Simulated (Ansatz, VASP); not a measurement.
## Two plane-wave programs on CaAs2Pd2

```
Ca As Pd
1.0
    -2.11730    2.11730    5.01583
     2.11730   -2.11730    5.01583
     2.11730    2.11730   -5.01583
Ca As Pd
1 2 2
Direct
  0.00000 0.00000 0.00000
  0.37907 0.37907 0.00000
  0.62093 0.62093 0.00000
  0.75000 0.25000 0.50000
  0.25000 0.75000 0.50000
```

Alike in both runs: functional LDA; k mesh 12 × 12 × 12; occupations gaussian, width 0.1 eV; no spin polarisation.

Ansatz relaxed the structure, and its values are those at the end. VASP's run is a single point on that final structure, the one shown.

|  | VASP | Ansatz |
| --- | --- | --- |
| version | VASP 6.6.1 | Ansatz 0.2.0 |
| potentials or method | VASP PAW LDA potentials, release 64 (Ca_sv, As, Pd), cutoff 520 eV | scalar-relativistic, plane waves, PAW |
| valence electrons in the cell | 40 | 76 |

|  | VASP | Ansatz | Ansatz less VASP |
| --- | --- | --- | --- |
| gap on the k mesh at the Fermi level (eV) | none | none | - |
| pressure (GPa) | 0.5 | 0.0 | -0.52 |
| rms of the force components (eV/Å) | 0.005 | 0.000 | -0.0048 |

LDA's correlation is that of Perdew and Zunger in VASP and of Perdew and Wang (1992) in Ansatz. A gap of «none» marks a metal or a gap that the smearing closes. VASP's potentials hold 40 valence electrons a cell and Ansatz's 76, so a difference there can come from the potentials and not from the codes.
